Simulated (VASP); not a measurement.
# Si64C (a cell with a defect) in VASP: single point with LDA

Aim: the single point of Si64C (a cell with a defect) with LDA.

Everything below comes from runs of VASP 6.6.1. Logs are shortened: lines on timing, memory, paths and dates and some standing lists are left out, and cuts for length are marked.

### Step 1. The cell of the first run

The cell holds a defect, 65 atoms: a = 10.866 Å, b = 10.866 Å, c = 10.866 Å, α = 90.00°, β = 90.00°, γ = 90.00°.

### Step 2. Single point, LDA

Input file INCAR:

```
SYSTEM = Si64C
ALGO     = Normal         ! electronic algorithm
EDIFF    = 1E-6           ! SCF threshold, eV
ENCUT    = 520            ! plane-wave cutoff, eV
GGA      = CA             ! functional
GGA_COMPAT= .FALSE.      
ISIF     = 2              ! what is computed and relaxed
ISMEAR   = -1             ! smearing method
ISYM     = 0            
LASPH    = .TRUE.         ! aspherical terms in the spheres
LCHARG   = .FALSE.        ! write CHGCAR
LREAL    = Auto         
LWAVE    = .FALSE.        ! write WAVECAR
NBANDS   = 168            ! bands
NELM     = 120            ! most SCF steps
PREC     = Accurate       ! precision mode
SIGMA    = 0.05           ! smearing width, eV
```

Input file KPOINTS:

```
Automatic mesh
0
Gamma
  1 1 1
  0.25 0.25 0.25
```

Input file POSCAR:

```
Si64C
1.0
   10.8655790000      0.0000000000      0.0000000000
    0.0000000000     10.8655790000      0.0000000000
    0.0000000000      0.0000000000     10.8655790000
Si C
64 1
Direct
    0.9987160000      0.9989730000      0.9970090000
    0.0048890000      0.0050540000      0.4980180000
    0.0005350000      0.5041060000      0.0002720000
    0.0140090000      0.4886790000      0.4941740000
    0.5039070000      0.0007380000      0.0004350000
    0.4885450000      0.0141550000      0.4943800000
    0.5039390000      0.5041990000      0.9972770000
    0.5018730000      0.5020360000      0.4985800000
    0.1237040000      0.1239440000      0.1210760000
    0.1186120000      0.1187390000      0.6445980000
    0.1268970000      0.6305460000      0.1228930000
    0.1275670000      0.6234530000      0.6221720000
    0.6303250000      0.1271730000      0.1230220000
    0.6233430000      0.1277620000      0.6222450000
    0.6277180000      0.6279860000      0.1253470000
    0.6279820000      0.6281590000      0.6224310000
    0.2515570000      0.2517760000      0.0017410000
    0.2554380000      0.2552830000      0.5573390000
    0.2514540000      0.7522690000      0.9983500000
    0.2517030000      0.7517270000      0.4998400000
    0.7519180000      0.2516580000      0.9983480000
    0.7515560000      0.2518440000      0.4998230000
    0.7519180000      0.7521030000      0.9987220000
    0.7525930000      0.7528730000      0.4969620000
    0.3795300000      0.3797490000      0.1214700000
    0.3895830000      0.3895850000      0.6455220000
    0.3789200000      0.8735210000      0.1221530000
    0.3752620000      0.8804710000      0.6230780000
    0.8732620000      0.3792070000      0.1220010000
    0.8803290000      0.3754820000      0.6229540000
    0.8757840000      0.8760540000      0.1264160000
    0.8783750000      0.8785240000      0.6219440000
    0.2494030000      0.9948380000      0.2414110000
    0.2533380000      0.9971800000      0.7581870000
    0.2529410000      0.5061710000      0.2432680000
    0.2499280000      0.5077460000      0.7579960000
    0.7512720000      0.0018960000      0.2507460000
    0.7498470000      0.0016450000      0.7455090000
    0.7511390000      0.5020550000      0.2503500000
    0.7542720000      0.5024240000      0.7459720000
    0.3632760000      0.1371950000      0.3519750000
    0.3775910000      0.1267870000      0.8789450000
    0.3755660000      0.6266470000      0.3745290000
    0.3793150000      0.6321320000      0.8752490000
    0.8768650000      0.1281100000      0.3745780000
    0.8725080000      0.1248470000      0.8750470000
    0.8818380000      0.6215190000      0.3756520000
    0.8770360000      0.6277560000      0.8730150000
    0.9945340000      0.2497230000      0.2412890000
    0.9969860000      0.2534720000      0.7580890000
    0.0016270000      0.7514760000      0.2507200000
    0.0015410000      0.7500080000      0.7454730000
    0.5059100000      0.2532610000      0.2433550000
    0.5075990000      0.2499720000      0.7581160000
    0.5017870000      0.7513750000      0.2504560000
    0.5022790000      0.7544830000      0.7459680000
    0.1369660000      0.3634300000      0.3518580000
    0.1266030000      0.3777810000      0.8788180000
    0.1278900000      0.8769390000      0.3746080000
    0.1245740000      0.8728010000      0.8750550000
    0.6265960000      0.3757920000      0.3745140000
    0.6318740000      0.3796410000      0.8753000000
    0.6212420000      0.8820740000      0.3757120000
    0.6275180000      0.8772820000      0.8731150000
    0.2472430000      0.2474640000      0.3966940000
```

Potentials or basis: VASP PAW LDA potentials, release 64 (Si, C).

Started as:

```bash
$ cat potpaw_LDA.64/Si/POTCAR potpaw_LDA.64/C/POTCAR > POTCAR
$ mpirun -np 1 vasp_std > vasp.out
```

OUTCAR:

```text
SYSTEM = Si64C
   EDIFF = 1E-6
   ENCUT = 520
   GGA = CA
   ISIF = 2
   ISMEAR = -1
   ISYM = 0
   LASPH = .TRUE.
   LREAL = Auto
   NELM = 120
   PREC = Accurate

 ion  position               nearest neighbor table
   1  0.999  0.999  0.997-   9 2.35  60 2.35  46 2.35  31 2.35
   2  0.005  0.005  0.498-  45 2.35  59 2.35  10 2.36  32 2.36
   3  0.001  0.504  0.000-  58 2.35  29 2.35  48 2.35  11 2.36
   4  0.014  0.489  0.494-  30 2.36  12 2.37  47 2.41  57 2.46
   5  0.504  0.001  0.000-  42 2.35  27 2.35  64 2.35  13 2.36
   6  0.489  0.014  0.494-  28 2.36  14 2.37  63 2.41  41 2.46
[... 9 lines left out ...]
  16  0.628  0.628  0.622-  24 2.35  56 2.36  40 2.36   8 2.36
  17  0.252  0.252  0.002-  42 2.35  58 2.35   9 2.35  25 2.36
  18  0.255  0.255  0.557-  65 1.75  26 2.27  10 2.30  41 2.83  57 2.83
  19  0.251  0.752  0.998-  60 2.33  11 2.33  44 2.33  27 2.34
  20  0.252  0.752  0.500-  43 2.35  59 2.35  12 2.35  28 2.36
  21  0.752  0.252  0.998-  13 2.33  46 2.33  62 2.33  29 2.34
  22  0.752  0.252  0.500-  61 2.35  45 2.35  14 2.35  30 2.36
[... 24 lines left out ...]
  47  0.882  0.622  0.376-  51 2.35  39 2.36  24 2.40   4 2.41
  48  0.877  0.628  0.873-  52 2.35   3 2.35  23 2.35  40 2.35
  49  0.995  0.250  0.241-  57 2.32  29 2.32  45 2.34   9 2.35
  50  0.997  0.253  0.758-  46 2.32  10 2.33  30 2.35  58 2.35
  51  0.002  0.751  0.251-  11 2.35  31 2.35  47 2.35  59 2.36
  52  0.002  0.750  0.745-  48 2.35  32 2.35  60 2.36  12 2.36
  53  0.506  0.253  0.243-  41 2.32  13 2.33  61 2.35  25 2.35
  54  0.508  0.250  0.758-  62 2.33  26 2.33  42 2.35  14 2.35
  55  0.502  0.751  0.250-  27 2.34  15 2.35  43 2.35  63 2.36
  56  0.502  0.754  0.746-  44 2.35  64 2.35  16 2.36  28 2.36
  57  0.137  0.363  0.352-  65 1.81  49 2.32  35 2.32   4 2.46  18 2.83
  58  0.127  0.378  0.879-  17 2.35   3 2.35  36 2.35  50 2.35
  59  0.128  0.877  0.375-  33 2.34  20 2.35   2 2.35  51 2.36
  60  0.125  0.873  0.875-  34 2.32  19 2.33   1 2.35  52 2.36
  61  0.627  0.376  0.375-  22 2.35  53 2.35  39 2.35   8 2.35
  62  0.632  0.380  0.875-  21 2.33  54 2.33   7 2.35  40 2.35
  63  0.621  0.882  0.376-  37 2.35  55 2.36  24 2.40   6 2.41
  64  0.628  0.877  0.873-  38 2.35   5 2.35  23 2.35  56 2.35
  65  0.247  0.247  0.397-  18 1.75  57 1.81  41 1.81

IMPORTANT INFORMATION: All symmetrisations will be switched off!
NOSYMM: (Re-)initialisation of all symmetry stuff for point group C_1.

----------------------------------------------------------------------------------------

                                     Primitive cell

  volume of cell :    1282.7990

  direct lattice vectors                    reciprocal lattice vectors
    10.865579000  0.000000000  0.000000000     0.092033752  0.000000000  0.000000000
     0.000000000 10.865579000  0.000000000     0.000000000  0.092033752  0.000000000
     0.000000000  0.000000000 10.865579000     0.000000000  0.000000000  0.092033752

  length of vectors
    10.865579000 10.865579000 10.865579000     0.092033752  0.092033752  0.092033752

  position of ions in fractional coordinates (direct lattice)
     0.998716000  0.998973000  0.997009000
     0.004889000  0.005054000  0.498018000
     0.000535000  0.504106000  0.000272000
     0.014009000  0.488679000  0.494174000
     0.503907000  0.000738000  0.000435000
     0.488545000  0.014155000  0.494380000
[... 57 lines left out ...]
     0.627518000  0.877282000  0.873115000
     0.247243000  0.247464000  0.396694000

  ion indices of the primitive-cell ions
   primitive index   ion index
                 1           1
                 2           2
                 3           3
                 4           4
                 5           5
                 6           6
[... 57 lines left out ...]
                64          64
                65          65

----------------------------------------------------------------------------------------

 KPOINTS: Automatic mesh

Automatic generation of k-mesh.
 Grid dimensions read from file:
 generate k-points for:    1    1    1

 Generating k-lattice:

  Cartesian coordinates                     Fractional coordinates (reciprocal lattice)
     0.092033752  0.000000000  0.000000000     1.000000000  0.000000000  0.000000000
     0.000000000  0.092033752  0.000000000     0.000000000  1.000000000  0.000000000
     0.000000000  0.000000000  0.092033752     0.000000000  0.000000000  1.000000000

  Length of vectors
     0.092033752  0.092033752  0.092033752

  Shift w.r.t. Gamma in fractional coordinates (k-lattice)
     0.250000000  0.250000000  0.250000000

 Subroutine IBZKPT returns following result:
 ===========================================

 Found      4 irreducible k-points:

 Following reciprocal coordinates:
            Coordinates               Weight
  0.250000  0.250000  0.250000      2.000000
 -0.250000  0.250000  0.250000      2.000000
 -0.250000 -0.250000  0.250000      2.000000
  0.250000 -0.250000  0.250000      2.000000
   k-points           NKPTS =      4   k-points in BZ     NKDIM =      4   number of bands    NBANDS=    168
   number of dos      NEDOS =    301   number of ions     NIONS =     65
   total plane-waves  NPLWV = 592704
   dimension x,y,z NGX =    84 NGY =   84 NGZ =   84
   dimension x,y,z NGXF=   168 NGYF=  168 NGZF=  168
   ions per type =              64   1
   NGX,Y,Z   is equivalent  to a cutoff of  12.85, 12.85, 12.85 a.u.
   NGXF,Y,Z  is equivalent  to a cutoff of  25.70, 25.70, 25.70 a.u.
 SYSTEM =  Si64C
   PREC   = accura    normal or accurate (medium, high low for compatibility)
   ISTART =      0    job   : 0-new  1-cont  2-samecut
   ICHARG =      2    charge: 1-file 2-atom 10-const
   ISPIN  =      1    spin polarized calculation?
   LNONCOLLINEAR =      F non collinear calculations
   LSORBIT =      F    spin-orbit coupling
   LASPH  =      T    aspherical Exc in radial PAW
   ENCUT  =  520.0 eV  38.22 Ry    6.18 a.u.  20.20 20.20 20.20*2*pi/ulx,y,z
   NELM   =    120;   NELMIN=  2; NELMDL= -5     # of ELM steps
   EDIFF  = 0.1E-05   stopping-criterion for ELM
   LREAL  =      T    real-space projection
   EDIFFG = 0.1E-04   stopping-criterion for IOM
   NSW    =      0    number of steps for IOM
   IBRION =     -1    ionic relax: 0-MD 1-quasi-New 2-CG
   NFREE  =      0    steps in history (QN), initial steepest desc. (CG)
   ISIF   =      2    stress and relaxation
   ISYM   =      0    0-nonsym 1-usesym 2-fastsym
   POTIM  = 0.5000    time-step for ionic-motion
   TEBEG  =    0.0;   TEEND  =   0.0 temperature during run
   PSTRESS=    0.0 pullay stress
   NELECT =     260.0000    total number of electrons
   NUPDOWN=      -1.0000    fix difference up-down
   EMIN   =  10.00;   EMAX   =-10.00  energy-range for DOS
   EFERMI =   0.00;   METHOD = LEGACY
   ISMEAR =    -1;   SIGMA  =   0.05  broadening in eV -4-tet -1-fermi 0-gaus
   EFERMI_NEDOS =   21; number of points for ismear=-14 and -15
   IALGO  =     38    algorithm
   IMIX   =      4    mixing-type and parameters
     AMIX     =   0.40;   BMIX     =  1.00
     AMIX_MAG =   1.60;   BMIX_MAG =  1.00
  volume/ion in A,a.u.               =      19.74       133.18
  Fermi-wavevector in a.u.,A,eV,Ry     =   0.961641  1.817238 12.582040  0.924754
  Thomas-Fermi vector in A             =   2.091031
   LORBIT       =      0    0 simple, 1 ext, 2 COOP (PROOUT), +10 PAW based schemes
   GGA     = CA    functional components
   LHFCALC =     F    Hartree Fock is set to
   AEXX    =    0.0000 exact exchange contribution
   IVDW    =     0    specifies the selected vdW correction
   LEPSILON=     F    determine dielectric tensor
   LRPA    =     F    only Hartree local field effects (RPA)
 non-spin polarized calculation
  energy-cutoff  :      520.00
  volume of cell :     1282.80
 maximum number of plane-waves:     34484
 NGX is ok and might be reduce to    84
   NGX = 41   NGY = 41   NGZ = 41

 number of electron     260.0000004 magnetization

 Free energy of the ion-electron system (eV)
  ---------------------------------------------------
  ext. energy  EPLUGINS =         0.00000000
  ---------------------------------------------------
  free energy    TOTEN  =      -387.92880164 eV

  energy without entropy =     -387.91000672  energy(sigma->0) =     -387.91940418

 E-fermi :   6.1054     XC(G=0):  -9.6374

 val. band max:        5.9293927149   @ k =   0.2500  -0.2500   0.2500
 cond. band min:       6.2948531694   @ k =   0.2500  -0.2500   0.2500
 fundamental gap:      0.3654604545
 Fermi energy:         6.1054117748

 k-point     1 :       0.2500    0.2500    0.2500
  band No.  band energies     occupation
      1      -6.9848      2.00000
      2      -5.8870      2.00000
      3      -5.4530      2.00000
      4      -5.4370      2.00000
      5      -5.2531      2.00000
      6      -4.9419      2.00000
[... 569 lines left out ...]
    141       7.6174      0.00000
    142       7.6556      0.00000
 [bands above 142 left out]

------------------------ aborting loop because EDIFF is reached ----------------------------------------

  FORCE on cell =-STRESS in cart. coord.  units (eV):
  Direction    XX          YY          ZZ          XY          YZ          ZX
  --------------------------------------------------------------------------------------
  -------------------------------------------------------------------------------------
  Total      -12.5184863    -12.5194629      0.6255417      3.2809990     -0.6203448     -0.5917448
  in kB      -15.6352122    -15.6364320      0.7812827      4.0978688     -0.7747920     -0.7390714
  external PRESSURE =     -10.1634538 kB  Pullay stress =       0.0000000 kB

 VOLUME and BASIS-vectors are now :
 -----------------------------------------------------------------------------
  energy-cutoff  :      520.00
  volume of cell :     1282.80
      direct lattice vectors                 reciprocal lattice vectors
    10.865579000  0.000000000  0.000000000     0.092033752  0.000000000  0.000000000
     0.000000000 10.865579000  0.000000000     0.000000000  0.092033752  0.000000000
     0.000000000  0.000000000 10.865579000     0.000000000  0.000000000  0.092033752

 POSITION                                       TOTAL-FORCE (eV/Angst)
 -----------------------------------------------------------------------------------
     10.85163     10.85442     10.83308         0.030193      0.033486      0.061859
      0.05312      0.05491      5.41125         0.002951      0.001285      0.057222
      0.00581      5.47740      0.00296         0.045939      0.053563      0.018633
      0.15222      5.30978      5.36949         0.021128      0.004731      0.028543
      5.47524      0.00802      0.00473         0.052339      0.048924      0.019184
      5.30832      0.15380      5.37172        -0.005045      0.027552      0.023691
[... 57 lines left out ...]
      6.81835      9.53218      9.48690        -0.032453     -0.031383     -0.030748
      2.68644      2.68884      4.31031         0.056141      0.055261      0.227426
 -----------------------------------------------------------------------------------
    total drift:                               -0.007473      0.000365     -0.020661

  FREE ENERGIE OF THE ION-ELECTRON SYSTEM (eV)
  ---------------------------------------------------
  free  energy   TOTEN  =      -387.9288016350 eV

  energy  without entropy=     -387.9100067226  energy(sigma->0) =     -387.91940418
```

It took 33 min on 1 thread of Intel Xeon Platinum 8375C at 2.90GHz (Ice Lake), shared host; peak memory 1.1 GiB.

Results:

- Free energy: -387.9288 eV
- Pressure: -1.0 GPa
- Largest force: 0.334 eV/Å
- Band gap on the k mesh: 0.37 eV

Forces on the atoms (eV/Å):
```
Si   0.030  0.033  0.062
Si   0.003  0.001  0.057
Si   0.046  0.054  0.019
Si   0.021  0.005  0.029
Si   0.052  0.049  0.019
Si  -0.005  0.028  0.024
Si   0.034  0.040  0.020
Si   0.041  0.036 -0.020
Si  -0.038 -0.036 -0.033
Si   0.119  0.116 -0.054
Si  -0.064 -0.058 -0.027
Si   0.017 -0.027 -0.015
Si  -0.065 -0.064 -0.029
Si  -0.025  0.011 -0.014
Si  -0.024 -0.021 -0.024
Si  -0.023 -0.020 -0.012
Si   0.028  0.030  0.012
Si  -0.234 -0.225 -0.077
Si   0.103  0.031  0.041
Si   0.017  0.026  0.029
Si   0.038  0.109  0.042
Si   0.030  0.019  0.029
Si   0.017  0.020  0.036
Si   0.043  0.038  0.036
Si  -0.032 -0.028 -0.014
Si  -0.026 -0.023  0.021
Si  -0.110 -0.037 -0.072
Si  -0.016 -0.030 -0.033
Si  -0.039 -0.111 -0.071
Si  -0.033 -0.018 -0.026
Si  -0.019 -0.023 -0.057
Si  -0.039 -0.038 -0.065
Si   0.041  0.064  0.002
Si   0.026  0.011  0.012
Si   0.024  0.041  0.009
Si   0.037  0.009 -0.004
Si   0.022  0.020  0.028
Si   0.022  0.035  0.039
Si   0.033  0.028  0.034
Si   0.035  0.035  0.026
Si   0.031 -0.005 -0.018
Si  -0.032 -0.031 -0.011
Si  -0.010 -0.034 -0.007
Si  -0.067 -0.047 -0.015
Si  -0.038 -0.027 -0.016
Si  -0.043 -0.009 -0.033
Si  -0.028 -0.011 -0.042
Si  -0.028 -0.034 -0.027
Si   0.070  0.036  0.002
Si   0.011  0.033  0.013
Si   0.023  0.023  0.020
Si   0.032  0.022  0.039
Si   0.048  0.020  0.008
Si   0.016  0.049 -0.001
Si   0.027  0.027  0.032
Si   0.034  0.029  0.034
Si  -0.001  0.030 -0.017
Si  -0.027 -0.033 -0.012
Si  -0.027 -0.030 -0.017
Si  -0.006 -0.047 -0.033
Si  -0.043 -0.009 -0.005
Si  -0.048 -0.083 -0.019
Si  -0.004 -0.024 -0.046
Si  -0.032 -0.031 -0.031
C    0.056  0.055  0.227
```
